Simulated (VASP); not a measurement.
A run of VASP 6.6.1:

INCAR

```
SYSTEM = Mn
PREC     = Accurate       ! precision mode
ENCUT    = 680            ! plane-wave cutoff, eV
EDIFF    = 1E-6           ! SCF threshold, eV
ISMEAR   = 0              ! smearing method
SIGMA    = 0.1            ! smearing width, eV
LREAL    = .FALSE.        ! projectors in reciprocal space
LASPH    = .TRUE.         ! aspherical terms in the spheres
NELM     = 200            ! most SCF steps
ALGO     = Normal         ! electronic algorithm
ISIF     = 2              ! what is computed and relaxed
LWAVE    = .FALSE.        ! write WAVECAR
LCHARG   = .FALSE.        ! write CHGCAR
ISPIN    = 2              ! spin polarisation
MAGMOM   = 2              ! initial moments
LORBIT   = 11             ! projections on sites
LMAXMIX  = 4              ! l up to which the mixer works
GGA      = PE             ! functional
NBANDS   = 18             ! bands
GGA_COMPAT= .FALSE.
```

File KPOINTS:

```
Automatic mesh
0
G
  2 2 2
  0 0 0
```

File POSCAR:

```
Mn
1.0
   -1.3932737400      1.3932737400      1.3932737400
    1.3932737400     -1.3932737400      1.3932737400
    1.3932737400      1.3932737400     -1.3932737400
Mn
1
Direct
    0.0000000000      0.0000000000      0.0000000000
```

Potentials or basis: VASP PAW PBE potentials, release 64 (Mn_sv).

Run with:

```sh
$ cat potpaw_PBE.64/Mn_sv/POTCAR > POTCAR
$ mpirun -np 1 vasp_std > vasp.out
```

Hardware: 1 thread of Intel(R) Xeon(R) Platinum 8259CL CPU @ 2.50GHz (Skylake/Cascade Lake), on a shared host.

How long does it take, and how much memory?

It took 11 s on 1 thread of Intel(R) Xeon(R) Platinum 8259CL CPU @ 2.50GHz (Skylake/Cascade Lake), with other jobs on the host, peak memory 0.14 GiB. Counts: scf iterations 17, k points 3.
